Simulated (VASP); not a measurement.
Input of a VASP 6.6.1 run:

INCAR

```
SYSTEM = LiBr
PREC = Accurate
ENCUT = 750
EDIFF = 1E-6
ISMEAR = 0
SIGMA = 0.1
LREAL = .FALSE.
LASPH = .TRUE.
NELM = 120
ALGO = Normal
ISIF = 2
LWAVE = .FALSE.
LCHARG = .TRUE.
GGA = PE
LELF = .TRUE.
LVHAR = .TRUE.
NBANDS = 12
GGA_COMPAT = .FALSE.
```

File KPOINTS:

```
regular mesh
0
G
  2 2 2
  0 0 0
```

Contents of POSCAR:

```
LiBr
1.0
    0.0000000000      2.7226905798      2.7226905798
    2.7226905798      0.0000000000      2.7226905798
    2.7226905798      2.7226905798      0.0000000000
Li Br
1 1
Direct
    0.5830000000      0.2310000000      0.6440000000
    1.0830000000      0.7310000000      1.1440000000
```

Potentials or basis: VASP PAW PBE potentials, release 64 (Li_sv, Br).

Command:

```console
$ cat potpaw_PBE.64/Li_sv/POTCAR potpaw_PBE.64/Br/POTCAR > POTCAR
$ mpirun -np 1 vasp_std > vasp.out
```

Question: Predict the pressure.

Answer: 6.7 GPa.

Question: Estimate the band gap on the k mesh.

Answer: 4.99 eV, direct.

Caveat: the k points lie up to 1.00 Å⁻¹ apart.
